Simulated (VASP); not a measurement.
Wanted: the native input for a VASP 6.6.1 run.

```
Task                   : single point
Functional             : PBE
Potentials or basis    : VASP PAW PBE potentials, release 64 (Mg)
Cutoff                 : 520 eV
k mesh                 : 12 × 12 × 12
Occupations            : gaussian, width 0.1 eV
Spin                   : no spin polarisation
Dipole correction      : no
Further INCAR settings : ALGO = Fast; EDIFF = 1e-07; NBANDS = 9
```

The structure of Mg lies in POSCAR:

```
Mg
1.0
    3.6711586697      0.0000000000      0.0000000000
    0.0000000000      3.6711586697      0.0000000000
    0.1363931424      0.0000000000      3.4098285591
Mg
2
Direct
    0.0000000000      0.0000000000      0.0000000000
    0.5000000000      0.5000000000      0.5000000000
```

This cell differs from its parent crystal: shear of c along a, cell held: +4.0 %.

One way to write it, as run:

INCAR

```
  PREC = Accurate
  ENCUT = 520
  EDIFF = 1E-7
  ISMEAR = 0
  SIGMA = 0.1
  LREAL = False
  LASPH = True
  NELM = 80
  ALGO = Fast
  ISIF = 2
  LWAVE = False
  LCHARG = False
  GGA = PE
  NBANDS = 9
```

KPOINTS

```
Automatic mesh
0
Gamma
  12 12 12
```

Potentials or basis: VASP PAW PBE potentials, release 64 (Mg).

Launch:

```sh
$ cat potpaw_PBE.64/Mg/POTCAR > POTCAR
$ mpirun -np 1 vasp_std > vasp.out
```

It gave:

```json
{
  "Pressure": "-0.1 GPa",
  "Band gap on the k mesh": "zero (band 2 reaches 5.94 eV, above the bottom of band 3 at 1.39 eV)"
}
```

Caveat: the cell differs from its parent crystal (shear of c along a, cell held: +4.0 %).

Run time: 2.2 min on 1 thread of Intel(R) Xeon(R) 6975P-C (Granite Rapids) (shared host), peak memory 0.31 GiB.
